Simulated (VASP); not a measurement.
Wanted: the native input for a VASP 6.6.1 run.

| Quantity | Value |
| --- | --- |
| Task | single point |
| Functional | RPBE |
| Potentials or basis | VASP PAW PBE potentials, release 64 (Te, Mo_sv) |
| Cutoff | 520 eV |
| k mesh | 3 × 6 × 2 |
| Occupations | fermi-dirac, width 0.05 eV |
| Spin | no spin polarisation |
| Dipole correction | no |
| Further INCAR settings | ALGO = Normal; EDIFF = 1e-06; NBANDS = 64 |

The structure of Te2Mo lies in POSCAR:

```
Te2Mo
1.0
    6.4181561107      0.0000000000      0.0219830085
    0.0000000000      3.4985273107      0.0000000000
   -0.5037694995      0.0000000000     18.6723237433
Te Mo
8 4
Direct
    0.0643520793      0.5000000000      0.4205088891
    0.9351958699      0.0000000000      0.5795362588
    0.5727406301      0.0000000000      0.3891593369
    0.4268068156      0.5000000000      0.6108858972
    0.0883956013      0.0000000000      0.1108391883
    0.9120562465      0.5000000000      0.8891152597
    0.5757019975      0.5000000000      0.0794914287
    0.4247501926      0.0000000000      0.9204630213
    0.3193110287      0.0000000000      0.5049393746
    0.6802364834      0.5000000000      0.4951059723
    0.1813680728      0.5000000000      0.0048915883
    0.8190839722      0.0000000000      0.9950627747
```

One way to write it, as run:

INCAR

```
SYSTEM = Te2Mo
  PREC = Accurate
  ENCUT = 520
  EDIFF = 1E-6
  ISMEAR = -1
  SIGMA = 0.05
  LREAL = .FALSE.
  LASPH = .TRUE.
  NELM = 100
  ALGO = Normal
  ISIF = 2
  LWAVE = .FALSE.
  LCHARG = .FALSE.
  GGA = RP
  NBANDS = 64
```

KPOINTS

```
regular mesh
0
G
  3 6 2
  0 0 0
```

Potentials or basis: VASP PAW PBE potentials, release 64 (Te, Mo_sv).

Command:

```console
$ cat potpaw_PBE.64/Te/POTCAR potpaw_PBE.64/Mo_sv/POTCAR > POTCAR
$ mpirun -np 1 vasp_std > vasp.out
```

It gave:

The pressure is 0.0 GPa, the largest force is 0.008 eV/Å and the band gap on the k mesh is zero (bands 52 and 53 overlap by 0.22 eV).

Caveat: the PAW data sets were made with another functional, which shifts forces and pressure a little; spin-orbit coupling is left out, which moves the levels of the heavy elements; this functional lacks dispersion, which binds the layers, so the pressure and a relaxed spacing across them are unreliable.

It took 7.8 min on 1 thread of AMD EPYC 7R13 Processor (Zen 3) (shared host), peak memory 0.6 GiB.
